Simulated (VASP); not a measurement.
Wanted: the native input for a VASP 6.6.1 run.

* Task: single point
* Functional: PBEsol
* Potentials or basis: VASP PAW PBE potentials, release 64 (Pb_d, F)
* Cutoff: 520 eV
* k mesh: 8 × 8 × 8
* Occupations: fermi-dirac, width 0.05 eV
* Spin: no spin polarisation
* Dipole correction: no
* Further INCAR settings: ALGO = Normal; EDIFF = 1e-06; NBANDS = 21

The structure of PbF2 lies in POSCAR:

```
PbF2
1.0
    0.0000000000      2.9493431614      2.9493431614
    2.9493431614      0.0000000000      2.9493431614
    2.9493431614      2.9493431614      0.0000000000
Pb F
1 2
Direct
    0.0000000000      0.0000000000      0.0000000000
    0.7500000000      0.7500000000      0.7500000000
    0.2500000000      0.2500000000      0.2500000000
```

These files were run (other wordings do the same):

INCAR

```
ALGO = Normal
EDIFF = 1E-6
ENCUT = 520
GGA = PS
ISIF = 2
ISMEAR = -1
LASPH = True
LCHARG = True
LELF = True
LREAL = False
LVHAR = True
LWAVE = False
NBANDS = 21
NELM = 80
PREC = Accurate
SIGMA = 0.05
```

KPOINTS

```
k-points
0
Gamma
  8 8 8
```

Potentials or basis: VASP PAW PBE potentials, release 64 (Pb_d, F).

Command:

```sh
$ cat potpaw_PBE.64/Pb_d/POTCAR potpaw_PBE.64/F/POTCAR > POTCAR
$ mpirun -np 1 vasp_std > vasp.out
```

Results of the run:

```json
{
  "Pressure": "-0.2 GPa",
  "Band gap on the k mesh": "4.30 eV (least direct gap 4.45 eV)"
}
```

Caveat: the PAW data sets were made with another functional, which shifts forces and pressure a little; spin-orbit coupling is left out, which moves the levels of the heavy elements.

It took 13 s on 1 thread of Intel(R) Xeon(R) 6975P-C (Granite Rapids), on a shared host, peak memory 0.18 GiB.
